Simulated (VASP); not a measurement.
Input of a VASP 6.6.1 run:

The input INCAR:

```
ALGO     = Normal         # electronic algorithm
EDIFF    = 1E-7           # SCF threshold, eV
ENCUT    = 520            # plane-wave cutoff, eV
GGA      = PE             # functional
ISIF     = 2              # what is computed and relaxed
ISMEAR   = -1             # smearing method
LASPH    = T              # aspherical terms in the spheres
LCHARG   = F              # write CHGCAR
LREAL    = F              # projectors in reciprocal space
LWAVE    = F              # write WAVECAR
NBANDS   = 13             # bands
NELM     = 100            # most SCF steps
PREC     = Accurate       # precision mode
SIGMA    = 0.05           # smearing width, eV
```

Contents of KPOINTS:

```
k-points
0
Gamma
  11 11 10
```

The input POSCAR:

```
Ge
1.0
    1.3686277522     -2.5474293491      0.0000000000
    1.3686277522      2.5474293491      0.0000000000
    0.0000000000      0.0000000000      2.6431496057
Ge
1
Direct
    0.5000000000      0.5000000000      0.0000000000
```

Potentials or basis: VASP PAW PBE potentials, release 64 (Ge_d).

Launch:

```bash
$ cat potpaw_PBE.64/Ge_d/POTCAR > POTCAR
$ mpirun -np 1 vasp_std > vasp.out
```

**Question.** What does it give for the pressure?

**Answer.** 3.9 GPa.

**Question.** Estimate the band gap on the k mesh.

**Answer.** Zero (band 7 reaches 13.89 eV, above the bottom of band 8 at 4.26 eV).

Stress tensor (GPa, compression positive):
```
5.69 0.00 0.00
0.00 1.84 0.00
0.00 0.00 4.22
```
